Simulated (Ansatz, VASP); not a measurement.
One calculation of NaI, two programs

INCAR

```
PREC     = Accurate       # precision mode
ENCUT    = 520            # plane-wave cutoff, eV
EDIFF    = 1E-8           # SCF threshold, eV
ISMEAR   = -1             # smearing method
SIGMA    = 0.02           # smearing width, eV
LREAL    = F              # projectors in reciprocal space
LASPH    = T              # aspherical terms in the spheres
NELM     = 100            # most SCF steps
ALGO     = Normal         # electronic algorithm
ISIF     = 2              # what is computed and relaxed
LWAVE    = F              # write WAVECAR
LCHARG   = F              # write CHGCAR
LEFG     = T            
NBANDS   = 14             # bands
```

KPOINTS

```
regular mesh
0
Gamma
  8 8 8
```

Contents of POSCAR:

```
NaI
1.0
    0.0000000000      3.2364000000      3.2364000000
    3.2364000000      0.0000000000      3.2364000000
    3.2364000000      3.2364000000      0.0000000000
Na I
1 1
Direct
    0.0000000000      0.0000000000      0.0000000000
    0.5000000000      0.5000000000      0.5000000000
```

Input for Ansatz:

```yaml
crystal:
  lattice:
    - [0.0, 3.2364, 3.2364]
    - [3.2364, 0.0, 3.2364]
    - [3.2364, 3.2364, 0.0]
  atoms:
    - { symbol: Na, position: [0.0, 0.0, 0.0] }
    - { symbol: I, position: [0.5, 0.5, 0.5] }
kpoints:
  mp_grid: { grid: [8, 8, 8] }
  band_path:
    path:
      - [0.0, 0.0, 0.0]
      - [0.5, 0.0, 0.5]
      - [0.625, 0.25, 0.625]
      - [0.375, 0.375, 0.75]
      - [0.0, 0.0, 0.0]
      - [0.5, 0.5, 0.5]
      - [0.5, 0.25, 0.75]
      - [0.5, 0.0, 0.5]
    npoints: 14
scf:
  occupations: { method: fermi_dirac, width: 0.02 }
hamiltonian:
  xc: lda
  pseudopotentials: { kind: paw }
output:
  forces: true
  stress: true
  eigenvalues: true
  efg: { contact_densities: true }
  populations: true
  bader: true
  dos: { projected: true, de: 0.2, e_range: [-14, 8] }
  write_density: true
  write_potential: true
  elf: true
  volumetric_format: npy
```

Alike in both runs: task electric field gradients; functional LDA; k mesh 8 × 8 × 8; occupations fermi-dirac, width 0.02 eV; no spin polarisation.

|  | VASP | Ansatz |
| --- | --- | --- |
| version | VASP 6.6.1 | Ansatz 0.2.0 |
| potentials or method | VASP PAW LDA potentials, release 64 (Na_pv, I) | PAW with Ansatz's default frozen-core files, scalar-relativistic |
| plane-wave cutoff (eV) | 520 | 420 |
| valence electrons in the cell | 14 | 26 |

Ansatz gave:

```
gap on the k mesh at the Fermi level (eV) : 3.33
pressure (GPa)                            : -1.6
```

**Question.** Estimate VASP's values.

**Answer.** gap on the k mesh at the Fermi level (eV): 3.35; pressure (GPa): -1.6.

LDA's correlation is that of Perdew and Zunger in VASP and of Perdew and Wang (1992) in Ansatz. VASP's potentials hold 14 valence electrons a cell and Ansatz's 26, so a difference there can come from the potentials and not from the codes.

Spin-orbit coupling is off throughout.
